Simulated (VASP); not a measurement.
# Os (P6_3/mmc) in VASP: further runs, part 2 of 2

VASP 6.6.1. The steps go on from the part before.

## 4. Single point, r2SCAN+rVV10

This run uses another cell than the first one, of 14.26 Å³/atom.

POSCAR

```
Os
1.0
    2.7522071502      0.0000000000      0.0000000000
   -1.3761035751      2.3834813086      0.0000000000
    0.0000000000      0.0000000000      4.3483081185
Os
2
Direct
    0.6666666667      0.3333333333      0.7500000000
    0.3333333333      0.6666666667      0.2500000000
```

INCAR.step1

```
SYSTEM = Os
PREC = Accurate
ENCUT = 620
ISMEAR = -1
SIGMA = 0.05
LREAL = .False.
LASPH = .True.
NELM = 120
NBANDS = 23
GGA = PE
ALGO = Normal
EDIFF = 1E-5
LWAVE = .True.
LCHARG = .False.
GGA_COMPAT = .False.
```

INCAR.step2

```
SYSTEM = Os
PREC = Accurate
ENCUT = 620
EDIFF = 1E-6
ISMEAR = -1
SIGMA = 0.05
LREAL = .False.
LASPH = .True.
NELM = 120
ALGO = Normal
ISIF = 2
LWAVE = .False.
LCHARG = .False.
METAGGA = R2SCAN
LMIXTAU = .True.
LUSE_VDW = .True.
IVDW_NL = 2
BPARAM = 11.95
CPARAM = 0.0093
NBANDS = 23
ISTART = 1
GGA_COMPAT = .False.
```

KPOINTS

```
regular mesh
0
Gamma
  11 11 6
  0 0 0
```

Potentials or basis: VASP PAW PBE potentials, release 64 (Os_sv_GW).

Started as:

```sh
$ cat potpaw_PBE.64/Os_sv_GW/POTCAR > POTCAR
$ cp INCAR.step1 INCAR
$ mpirun -np 1 vasp_std > vasp.out
$ cp INCAR.step2 INCAR
$ mpirun -np 1 vasp_std > vasp.out
```

OUTCAR:

```text
SYSTEM = Os
   PREC = Accurate
   ENCUT = 620
   EDIFF = 1E-6
   ISMEAR = -1
   LREAL = .False.
   LASPH = .True.
   NELM = 120
   ISIF = 2
   METAGGA = R2SCAN
   IVDW_NL = 2
   BPARAM = 11.95
   ISTART = 1

 ion  position               nearest neighbor table
   1  0.667  0.333  0.750-   2 2.69   2 2.69   2 2.69   2 2.69   2 2.69   2 2.69
   2  0.333  0.667  0.250-   1 2.69   1 2.69   1 2.69   1 2.69   1 2.69   1 2.69

  LATTYP: Found a hexagonal cell.
 ALAT       =     2.7522071502
 C/A-ratio  =     1.5799348963
[... 819 lines left out ...]

  FORCE on cell =-STRESS in cart. coord.  units (eV):
  Direction    XX          YY          ZZ          XY          YZ          ZX
  --------------------------------------------------------------------------------------
  -------------------------------------------------------------------------------------
  Total       -1.7305634     -1.7305634     -1.9155276      0.0000000      0.0000000     -0.0000000
  in kB      -97.2041758    -97.2041758   -107.5934476      0.0000000      0.0000000     -0.0000000
  external PRESSURE =    -100.6672664 kB  Pullay stress =       0.0000000 kB

 VOLUME and BASIS-vectors are now :
 -----------------------------------------------------------------------------
  energy-cutoff  :      620.00
  volume of cell :       28.52
      direct lattice vectors                 reciprocal lattice vectors
     2.752207150  0.000000000  0.000000000     0.363344743  0.209777185  0.000000000
    -1.376103575  2.383481309  0.000000000     0.000000000  0.419554370  0.000000000
     0.000000000  0.000000000  4.348308119     0.000000000  0.000000000  0.229974503

 POSITION                                       TOTAL-FORCE (eV/Angst)
 -----------------------------------------------------------------------------------
      1.37610      0.79449      3.26123         0.000000     -0.000000      0.000000
     -0.00000      1.58899      1.08708        -0.000000      0.000000      0.000000
 -----------------------------------------------------------------------------------
    total drift:                                0.000000     -0.000000      0.000000

  FREE ENERGIE OF THE ION-ELECTRON SYSTEM (eV)
  ---------------------------------------------------
  free  energy   TOTEN  =      -107.6429064244 eV

  energy  without entropy=     -107.6300307644  energy(sigma->0) =     -107.63646859
```

OUTCAR.step1:

```text
SYSTEM = Os
   PREC = Accurate
   ENCUT = 620
   ISMEAR = -1
   LREAL = .False.
   LASPH = .True.
[... 848 lines left out ...]
      1.37610      0.79449      3.26123         0.000000      0.000000      0.000000
     -0.00000      1.58899      1.08708        -0.000000     -0.000000      0.000000
 -----------------------------------------------------------------------------------
    total drift:                                0.000000     -0.000000      0.000000

  FREE ENERGIE OF THE ION-ELECTRON SYSTEM (eV)
  ---------------------------------------------------
  free  energy   TOTEN  =       -24.7271011200 eV

  energy  without entropy=      -24.7134879211  energy(sigma->0) =      -24.72029452
```

OSZICAR.step1:

```text
N       E                     dE             d eps       ncg     rms          rms(c)
DAV:   1     0.350316421396E+03    0.35032E+03   -0.24839E+04  2976   0.170E+03
DAV:   2    -0.155092777834E+02   -0.36583E+03   -0.35088E+03  3521   0.502E+02
DAV:   3    -0.269665695924E+02   -0.11457E+02   -0.11365E+02  3603   0.863E+01
DAV:   4    -0.270126890195E+02   -0.46119E-01   -0.46111E-01  3182   0.613E+00
DAV:   5    -0.270128584333E+02   -0.16941E-03   -0.16941E-03  3638   0.341E-01    0.105E+02
DAV:   6    -0.249939323144E+02    0.20189E+01   -0.32415E+00  3217   0.136E+01    0.540E+01
DAV:   7    -0.247557062406E+02    0.23823E+00   -0.14137E+00  3546   0.847E+00    0.115E+01
DAV:   8    -0.247281347087E+02    0.27572E-01   -0.11189E-01  3182   0.308E+00    0.165E+00
DAV:   9    -0.247272588443E+02    0.87586E-03   -0.27257E-03  3588   0.392E-01    0.543E-01
DAV:  10    -0.247270949185E+02    0.16393E-03   -0.22088E-04  3147   0.171E-01    0.340E-01
DAV:  11    -0.247271011200E+02   -0.62015E-05   -0.22185E-06  2025   0.177E-02
   1 F= -.24727101E+02 E0= -.24720295E+02  d E =-.136132E-01
```

Run time: 4.6 min. Hardware: 1 thread of Intel Xeon Platinum 8259CL at 2.50GHz (Skylake/Cascade Lake), shared host; peak memory 0.29 GiB.

Results:

```yaml
Free_energy: -107.6429 eV
Pressure: -10.1 GPa
Band_gap_on_the_k_mesh: zero (bands 16 and 17 overlap by 3.95 eV)
```

Stress tensor (GPa, compression positive):
```
 -9.72   0.00   0.00
  0.00  -9.72   0.00
  0.00   0.00 -10.76
```

Levels at points of the mesh, in eV from the Fermi level:
| k point | band 13 | band 14 | band 15 | band 16 | band 17 | band 18 | band 19 | band 20 |
| --- | --- | --- | --- | --- | --- | --- | --- | --- |
| (0.00, 0.00, 0.00) | -2.77 | -2.18 | -2.18 | -1.54 | -1.54 | -0.01 | 1.76 | 1.76 |
| (0.00, 0.00, 0.50) | -3.23 | -3.23 | -3.23 | -3.23 | 0.95 | 0.95 | 0.95 | 0.95 |

Caveat: the cell stands under tension; the PAW data sets were made with another functional, which shifts forces and pressure a little; spin-orbit coupling is left out, which moves the levels of the heavy elements.

## 5. Single point, r2SCANh

POSCAR

```
Os
1.0
    2.7341000000      0.0000000000      0.0000000000
   -1.3670500000      2.3678000565      0.0000000000
    0.0000000000      0.0000000000      4.3197000000
Os
2
Direct
    0.6666666667      0.3333333333      0.7500000000
    0.3333333333      0.6666666667      0.2500000000
```

INCAR.step1

```
SYSTEM = Os
PREC = Accurate ; ENCUT = 460
EDIFF = 1E-5 ; ISMEAR = -1
SIGMA = 0.05 ; LREAL = .FALSE.
LASPH = .TRUE. ; NELM = 120
ALGO = Normal ; ISIF = 2
LWAVE = .TRUE. ; LCHARG = .FALSE.
GGA = PE ; NBANDS = 23
GGA_COMPAT = .FALSE.
```

INCAR.step2

```
SYSTEM = Os
PREC = Accurate ; ENCUT = 460
EDIFF = 1E-6 ; ISMEAR = -1
SIGMA = 0.05 ; LREAL = .FALSE.
LASPH = .TRUE. ; NELM = 120
ALGO = Normal ; ISIF = 2
LWAVE = .FALSE. ; LCHARG = .FALSE.
METAGGA = R2SCAN ; LHFCALC = .TRUE.
AEXX = 0.1 ; LMIXTAU = .TRUE.
PRECFOCK = Normal ; ISTART = 1
NBANDS = 23 ; GGA_COMPAT = .FALSE.
```

KPOINTS

```
regular mesh
0
G
  6 6 3
  0 0 0
```

Started as:

```sh
$ cat potpaw_PBE.64/Os_sv_GW/POTCAR > POTCAR
$ cp INCAR.step1 INCAR
$ mpirun -np 1 vasp_std > vasp.out
$ cp INCAR.step2 INCAR
$ mpirun -np 1 vasp_std > vasp.out
```

Run time: 16 min. Hardware: 1 thread of Intel Xeon 6975P-C (Granite Rapids), shared host; peak memory 0.15 GiB.

The run converged. Its results:

```
Free energy            : -101.3266 eV
Pressure               : -5.7 GPa
Band gap on the k mesh : zero (bands 16 and 17 overlap by 4.42 eV)
```

Stress tensor (GPa, compression positive):
```
-3.73  0.00  0.00
 0.00 -3.73  0.00
 0.00  0.00 -9.59
```

Levels at points of the mesh, in eV from the Fermi level:
| k point | band 14 | band 15 | band 16 | band 17 | band 18 | band 19 |
| --- | --- | --- | --- | --- | --- | --- |
| (0.00, 0.00, 0.00) | -2.62 | -2.62 | -1.95 | -1.95 | -0.25 | 2.04 |
| (0.50, 0.00, 0.00) | -3.05 | -2.19 | 2.47 | 3.07 | 3.14 | 5.05 |

Caveat: the k points lie up to 0.48 Å⁻¹ apart, too coarse for converged energies and pressures of a metal; the PAW data sets were made with another functional, which shifts forces and pressure a little; spin-orbit coupling is left out, which moves the levels of the heavy elements.

## 6. The runs side by side

| level | cell | k mesh | cutoff (eV) | grid for exact exchange (PRECFOCK) | share of exact exchange | gap on the mesh (eV) | pressure (GPa) |
| --- | --- | --- | --- | --- | --- | --- | --- |
| r2SCAN+D3(BJ) | a = 2.734, b = 2.734, c = 4.320 Å, angles 90.0, 90.0, 120.0°, 2 atoms | 11 × 11 × 6 | 620 | - | - | none | -3.3 |
| r2SCAN | a = 2.734, b = 2.734, c = 4.320 Å, angles 90.0, 90.0, 120.0°, 2 atoms | 11 × 11 × 6 | 620 | - | - | none | 0.3 |
| r2SCAN+rVV10 | a = 2.752, b = 2.752, c = 4.348 Å, angles 90.0, 90.0, 120.0°, 2 atoms | 11 × 11 × 6 | 620 | - | - | none | -10.1 |
| r2SCANh | a = 2.734, b = 2.734, c = 4.320 Å, angles 90.0, 90.0, 120.0°, 2 atoms | 6 × 6 × 3 | 460 | Normal | 0.1 | none | -5.7 |

Alike in all rows: task single point; potentials or basis VASP PAW PBE potentials, release 64 (Os_sv_GW); no spin polarisation; smearing fermi-dirac 0.05 eV.

Caveats: some runs use coarse meshes; the PAW data sets were made with another functional, which shifts forces and pressure a little; spin-orbit coupling is left out, which moves the levels of the heavy elements; the cell stands under tension (at least some runs).

Absolute energies hang on the potentials; compare differences alone.
